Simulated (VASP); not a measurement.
Crystal: Al.

```xyz
1
Lattice="2.7452 0.0000 0.0000 -1.3726 2.3775 0.0000 0.0000 0.0000 2.5651" Properties=species:S:1:pos:R:3 pbc="T T T"
Al    0.0000    0.0000    0.0000
```

* Program: VASP 6.6.1
* Task: relaxation of cell and atoms
* Functional: PBEsol
* Potentials or basis: VASP PAW PBE potentials, release 64 (Al)
* Cutoff: 600 eV
* k mesh: 9 × 9 × 6
* Occupations: gaussian, width 0.1 eV
* Spin: no spin polarisation

At the start: pressure 8.3 GPa; volume 16.74 Å³/atom.

Q: How do energy, volume and symmetry change on relaxing?

A: Over 8 steps the energy falls by 93.9 meV/atom and the volume is 18.35 Å³/atom (+9.6 %); space group P6/mmm (No. 191, to 0.05 Å).

Step by step:
```
step  energy change (eV)  largest force (eV/Å)  pressure (GPa)  volume (Å³)
   1              0.0000                0.0000            8.34        16.74
   2             -0.0843                0.0000           -1.58        18.86
   3             -0.0919                0.0000            0.61        18.23
   4             -0.0925                0.0000            0.93        18.14
   5             -0.0926                0.0000            1.17        18.07
   6             -0.0926                0.0000            1.08        18.09
   7             -0.0938                0.0000           -0.36        18.43
   8             -0.0939                0.0000           -0.03        18.35
```

Final structure:
```xyz
1
Lattice="2.7662 0.0000 0.0000 -1.3831 2.3956 0.0000 0.0000 0.0000 2.7692" Properties=species:S:1:pos:R:3 pbc="T T T"
Al    0.0000    0.0000    0.0000
```

Caveat: the k points lie up to 0.38 Å⁻¹ apart in the final cell; the PAW data sets were made with another functional, which shifts forces and pressure a little.
